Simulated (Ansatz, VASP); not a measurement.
One calculation of Zn, two programs

File INCAR:

```
PREC = Accurate ; ENCUT = 520
EDIFF = 1E-6 ; ISMEAR = -1
SIGMA = 0.1 ; LREAL = False
LASPH = True ; NELM = 100
ALGO = Normal ; ISIF = 2
LWAVE = False ; LCHARG = False
NBANDS = 19
```

KPOINTS

```
regular mesh
0
Gamma
  17 17 9
```

Contents of POSCAR:

```
Zn
1.0
   -1.9807464236      1.6577832956      1.3295661591
    1.6577832956     -1.9807464236      1.3295661591
    3.3585758690      3.3585758690     -1.9210737195
Zn
2
Direct
    0.9505988317      0.0494011683      1.0000000000
    0.7994011683      0.2005988317      0.5000000000
```

Input for Ansatz:

```yaml
crystal:
  lattice:
    - [-1.9807464236, 1.6577832956, 1.3295661591]
    - [1.6577832956, -1.9807464236, 1.3295661591]
    - [3.358575869, 3.358575869, -1.9210737195]
  atoms:
    - { symbol: Zn, position: [0.9505988317, 0.0494011683, 1.0] }
    - { symbol: Zn, position: [0.7994011683, 0.2005988317, 0.5] }
hamiltonian:
  xc: lda
  pseudopotentials:
    kind: paw
    azcp:
      Zn: "pseudopotentials/Zn.paw.azcp"
basis:
  ecutwfc: 420
  fft_grid_basis: typed
kpoints:
  mp_grid: { grid: [17, 17, 9], shift: [0, 0, 0] }
magnetization:
  spin_polarized: false
scf:
  occupations: { method: fermi_dirac, width: 0.1 }
  lower_state_search: "off"
output:
  stress: true
```

Alike in both runs: task single point; functional LDA; k mesh 17 × 17 × 9; occupations fermi-dirac, width 0.1 eV; no spin polarisation.

```csv
,VASP,Ansatz
version,VASP 6.6.1,Ansatz 0.2.0
potentials or method,"VASP PAW LDA potentials, release 64 (Zn), cutoff 520 eV","plane waves (420 eV) with PAW, scalar-relativistic"
valence electrons in the cell,24,24
```

|  | VASP | Ansatz | Ansatz less VASP |
| --- | --- | --- | --- |
| pressure (GPa) | -8.2 | -8.7 | -0.45 |
| traceless stress, the component that is largest in VASP (GPa) | -0.43 | -0.52 | -0.085 |

Ansatz warns that its potentials were made for another functional, while VASP's fit it. LDA's correlation is that of Perdew and Zunger in VASP and of Perdew and Wang (1992) in Ansatz.
